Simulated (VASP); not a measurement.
AgCl: relaxation of cell and atoms with PBE

Crystal: AgCl.

```
Ag Cl
1.0
     3.55948    0.00000    0.00000
    -1.77974    3.08260    0.00000
     0.00000    0.00000    5.80195
Ag Cl
2 2
Direct
  0.00000 0.00000 0.00000
  0.00000 0.00000 0.50000
  0.33333 0.66667 0.25000
  0.66667 0.33333 0.75000
```

```json
{"Program": "VASP 6.6.1", "Task": "relaxation of cell and atoms", "Functional": "PBE", "Potentials or basis": "VASP PAW PBE potentials, release 64 (Ag, Cl)", "Cutoff": "600 eV", "k mesh": "12 × 12 × 4", "Occupations": "fermi-dirac, width 0.02 eV", "Spin": "no spin polarisation", "Dipole correction": "no", "Further INCAR settings": "ALGO = Normal; EDIFF = 1e-06; IBRION = 2; EDIFFG = -0.005; NSW = 80; ISIF = 3"}
```

| Quantity | Value |
| --- | --- |
| Relaxed volume | 22.21 Å³/atom |
| Relaxed cell | a = 4.069 Å, b = 4.069 Å, c = 6.197 Å, α = 90.00°, β = 90.00°, γ = 120.00° |
| Space group after relaxing (to 0.05 Å) | P6_3/mmc (No. 194) |
| Energy gained by relaxing | 487.3 meV/atom |
| Ionic steps | 12 |
| Pressure after relaxing | 0.0 GPa |
| Band gap on the k mesh | 0.91 eV, direct |

Step by step:
| step | energy change (eV) | largest force (eV/Å) | pressure (GPa) | volume (Å³) |
| --- | --- | --- | --- | --- |
| 1 | 0.0000 | 0.0000 | 34.72 | 63.66 |
| 2 | -1.7669 | 0.0000 | -3.95 | 101.01 |
| 3 | -1.9339 | 0.0000 | 0.64 | 87.68 |
| 4 | -1.9361 | 0.0000 | -0.19 | 89.25 |
| 5 | -1.9362 | 0.0000 | 0.14 | 88.68 |
| 6 | -1.9382 | 0.0000 | 0.10 | 88.70 |
| 7 | -1.9433 | 0.0000 | 0.09 | 88.74 |
| 8 | -1.9489 | 0.0000 | 0.05 | 88.77 |
| 9 | -1.9491 | 0.0000 | 0.05 | 88.76 |
| 10 | -1.9492 | 0.0000 | 0.05 | 88.76 |
| 11 | -1.9491 | 0.0000 | -0.09 | 89.01 |
| 12 | -1.9492 | 0.0000 | 0.00 | 88.86 |

Final structure:
```cif
data_structure
_symmetry_space_group_name_H-M 'P 1'
_symmetry_Int_Tables_number 1
_cell_length_a 4.0690
_cell_length_b 4.0690
_cell_length_c 6.1970
_cell_angle_alpha 90.000
_cell_angle_beta 90.000
_cell_angle_gamma 120.000
_cell_volume 88.86
loop_
_atom_site_label
_atom_site_type_symbol
_atom_site_fract_x
_atom_site_fract_y
_atom_site_fract_z
_atom_site_occupancy
Ag1 Ag 0.00000 0.00000 0.00000 1
Ag2 Ag 0.00000 0.00000 0.50000 1
Cl1 Cl 0.33333 0.66667 0.25000 1
Cl2 Cl 0.66667 0.33333 0.75000 1
```

Levels at points of the mesh, in eV from the valence-band top:
```
           k point  band 14  band 15  band 16  band 17  band 18  band 19  band 20  band 21  band 22
(0.00, 0.00, 0.00)    -1.79    -1.79    -0.98     0.00     0.00     0.91     4.13     7.07     7.86
(0.50, 0.00, 0.00)    -1.80    -1.78    -1.56    -0.23    -0.04     4.38     4.59     4.88     7.67
(0.00, 0.00, 0.50)    -1.98    -0.63    -0.63    -0.63    -0.63     2.87     2.87     8.40     8.40
(0.50, 0.00, 0.50)    -1.84    -0.86    -0.86    -0.82    -0.82     3.51     3.51     7.78     7.78
```

Wall time 8.6 min on 1 thread of Intel(R) Xeon(R) Platinum 8259CL CPU @ 2.50GHz (Skylake/Cascade Lake), with other jobs on the host, peak memory 0.25 GiB.

Caveat: the volume moved by over 15 % at a fixed basis, so the end points are rough. A k mesh can miss the band edges.
